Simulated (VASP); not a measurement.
Wanted: the native input for a VASP 6.6.1 run.

```yaml
Task: single point
Functional: r2SCAN
Potentials_or_basis: VASP PAW PBE potentials, release 64 (Lu)
Cutoff: 660 eV
k_mesh: 10 × 10 × 10
Occupations: tetrahedron
Spin: no spin polarisation
Dipole_correction: no
Further_INCAR_settings: ALGO = Normal; EDIFF = 1e-06; NBANDS = 18
```

Crystal: Lu.

```xyz
1
Lattice="-1.9541 1.9541 1.9541 1.9541 -1.9541 1.9541 1.9541 1.9541 -1.9541" Properties=species:S:1:pos:R:3 pbc="T T T"
Lu    0.0000    0.0000    0.0000
```

This isn't the form of Lu at room conditions, which is hcp.

One way to write it, as run:

POSCAR

```
Lu
1.0
   -1.9541071100      1.9541071100      1.9541071100
    1.9541071100     -1.9541071100      1.9541071100
    1.9541071100      1.9541071100     -1.9541071100
Lu
1
Direct
    0.0000000000      0.0000000000      0.0000000000
```

INCAR.step1

```
PREC = Accurate
ENCUT = 660
ISMEAR = -5
SIGMA = 0.1
LREAL = F
LASPH = T
NELM = 120
NBANDS = 18
GGA = PE
ALGO = Normal
EDIFF = 1E-5
LWAVE = T
LCHARG = F
GGA_COMPAT = F
```

INCAR.step2

```
PREC = Accurate
ENCUT = 660
EDIFF = 1E-6
ISMEAR = -5
SIGMA = 0.1
LREAL = F
LASPH = T
NELM = 120
ALGO = Normal
ISIF = 2
LWAVE = F
LCHARG = F
METAGGA = R2SCAN
LMIXTAU = T
NBANDS = 18
ISTART = 1
GGA_COMPAT = F
```

KPOINTS

```
Automatic mesh
0
Gamma
  10 10 10
```

Potentials or basis: VASP PAW PBE potentials, release 64 (Lu).

Launch:

```bash
$ cat potpaw_PBE.64/Lu/POTCAR > POTCAR
$ cp INCAR.step1 INCAR
$ mpirun -np 1 vasp_std > vasp.out
$ cp INCAR.step2 INCAR
$ mpirun -np 1 vasp_std > vasp.out
```

It gave:

```json
{"Pressure": "0.0 GPa", "Band gap on the k mesh": "zero (an odd number of electrons rules out a gap without spin polarisation)"}
```

Caveat: the PAW data sets were made with another functional, which shifts forces and pressure a little; spin-orbit coupling is left out, which moves the levels of the heavy elements; tetrahedron occupations give inexact forces and stress in metals.

Wall time 99 s on 1 thread of Intel(R) Xeon(R) Platinum 8488C (Sapphire Rapids), on a shared host, peak memory 0.2 GiB.
